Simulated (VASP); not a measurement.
Input of a VASP 6.6.1 run:

File INCAR:

```
SYSTEM = C
PREC = Accurate ; ENCUT = 520
EDIFF = 1E-7 ; ISMEAR = 0
SIGMA = 0.05 ; LREAL = .False.
LASPH = .True. ; NELM = 100
ALGO = Normal ; ISIF = 2
LWAVE = .False. ; LCHARG = .True.
GGA = PE ; LELF = .True.
LVHAR = .True. ; NBANDS = 11
```

File KPOINTS:

```
Automatic mesh
0
Gamma
  16 16 10
  0 0 0
```

Contents of POSCAR:

```
C
1.0
    2.0869012214     -1.1841256863      0.0214433887
    2.0869012214      1.1841256863      0.0214433887
   -1.3175587807      0.0000000000      3.4977561885
C
2
Direct
    0.8029784119      0.8029784119      0.0113314119
    0.1970215881      0.1970215881      0.9886685881
```

Potentials or basis: VASP PAW PBE potentials, release 64 (C).

Launch:

```sh
$ cat potpaw_PBE.64/C/POTCAR > POTCAR
$ mpirun -np 1 vasp_std > vasp.out
```

(1) Estimate the pressure.

(2) What does it give for the largest force?

(3) Estimate the band gap on the k mesh.

## Answers

(1) 60.2 GPa.

(2) 9.844 eV/Å.

(3) zero (bands 4 and 5 overlap by 2.23 eV).

Caveat: the cell differs from its parent crystal (strained and its atoms moved); the stress differs along the axes, from 1 to 144 GPa; this functional lacks dispersion, which binds layers or chains, so the pressure and a relaxed spacing across them are unreliable; forces of over 1 eV/Å act on the atoms, so gaps and moduli don't describe the material at rest.
